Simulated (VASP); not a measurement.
Write the native input for VASP 6.6.1 that does the following.

```
Task                   : single point
Functional             : LDA
Potentials or basis    : VASP PAW LDA potentials, release 64 (Rb_sv, Cl)
Cutoff                 : 500 eV
k mesh                 : 6 × 6 × 6
Occupations            : gaussian, width 0.05 eV
Spin                   : no spin polarisation
Dipole correction      : no
Further INCAR settings : ALGO = Normal; EDIFF = 1e-06; NBANDS = 15
```

The structure of RbCl lies in POSCAR:

```
RbCl
1.0
    0.0000000000      3.2780925000      3.2780925000
    3.2740000000      0.0040925000      3.2740000000
    3.2740000000      3.2740000000      0.0040925000
Rb Cl
1 1
Direct
    0.0000000000      0.0000000000      0.0000000000
    0.5000000000      0.5000000000      0.5000000000
```

This cell differs from its parent crystal: strain +0.0025 x Voigt [0, 0, 0, 1, 0, 0].

One way to write it, as run:

INCAR

```
PREC     = Accurate       # precision mode
ENCUT    = 500            # plane-wave cutoff, eV
EDIFF    = 1E-6           # SCF threshold, eV
ISMEAR   = 0              # smearing method
SIGMA    = 0.05           # smearing width, eV
LREAL    = F              # projectors in reciprocal space
LASPH    = T              # aspherical terms in the spheres
NELM     = 120            # most SCF steps
ALGO     = Normal         # electronic algorithm
ISIF     = 2              # what is computed and relaxed
LWAVE    = F              # write WAVECAR
LCHARG   = F              # write CHGCAR
NBANDS   = 15             # bands
GGA_COMPAT= F
```

KPOINTS

```
Automatic mesh
0
Gamma
  6 6 6
```

Potentials or basis: VASP PAW LDA potentials, release 64 (Rb_sv, Cl).

Command:

```console
$ cat potpaw_LDA.64/Rb_sv/POTCAR potpaw_LDA.64/Cl/POTCAR > POTCAR
$ mpirun -np 1 vasp_std > vasp.out
```

It gave:

```yaml
Pressure: -1.4 GPa
Band_gap_on_the_k_mesh: 4.60 eV
```

Caveat: the cell differs from its parent crystal (strain +0.0025 x Voigt [0, 0, 0, 1, 0, 0]).

Wall time 87 s on 1 thread of AMD EPYC 7R13, on a shared host, peak memory 0.16 GiB.
